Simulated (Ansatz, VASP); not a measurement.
# ZnS: VASP beside Ansatz

Contents of INCAR:

```
PREC = Accurate
ENCUT = 520
EDIFF = 1E-6
ISMEAR = 0
SIGMA = 0.01
LREAL = F
LASPH = T
NELM = 60
ALGO = Normal
ISIF = 2
LWAVE = F
LCHARG = T
GGA = PE
LELF = T
LVHAR = T
NBANDS = 16
```

KPOINTS

```
Automatic mesh
0
Gamma
  8 8 8
```

File POSCAR:

```
ZnS
1.0
    0.0000000000      2.6940858328      2.6940858328
    2.6940858328      0.0000000000      2.6940858328
    2.6940858328      2.6940858328      0.0000000000
Zn S
1 1
Direct
    0.0000000000      0.0000000000      0.0000000000
    0.2500000000      0.2500000000      0.2500000000
```

Input for Ansatz:

```yaml
crystal:
  lattice:
    - [0.0, 2.6940858328, 2.6940858328]
    - [2.6940858328, 0.0, 2.6940858328]
    - [2.6940858328, 2.6940858328, 0.0]
  atoms:
    - { symbol: Zn, position: [0.0, 0.0, 0.0] }
    - { symbol: S, position: [0.25, 0.25, 0.25] }
kpoints:
  mp_grid: { grid: [8, 8, 8] }
  band_path:
    path:
      - [0.0, 0.0, 0.0]
      - [-0.5, -0.5, 0.0]
      - [-0.375, -0.375, 0.25]
      - [-0.375, 0.0, 0.375]
      - [0.0, 0.0, 0.5]
      - [-0.5, -0.25, 0.25]
    npoints: 1
hamiltonian:
  xc: pbe
scf:
  occupations: { method: fixed }
  n_extra_bands: 4
output:
  forces: true
  stress: true
  eigenvalues: true
```

Alike in both runs: task single point; functional PBE; k mesh 8 × 8 × 8; no spin polarisation.

|  | VASP | Ansatz |
| --- | --- | --- |
| version | VASP 6.6.1 | Ansatz 0.2.0 |
| potentials or method | VASP PAW PBE potentials, release 64 (Zn, S) | plane waves, PAW |
| plane-wave cutoff (eV) | 520 | 420 |
| occupations | gaussian, width 0.01 eV | fixed |
| valence electrons in the cell | 18 | 18 |

```tsv
	VASP	Ansatz	Ansatz less VASP
gap on the k mesh at the Fermi level (eV)	2.15	2.15	-0.005
pressure (GPa)	2.5	2.3	-0.17
```
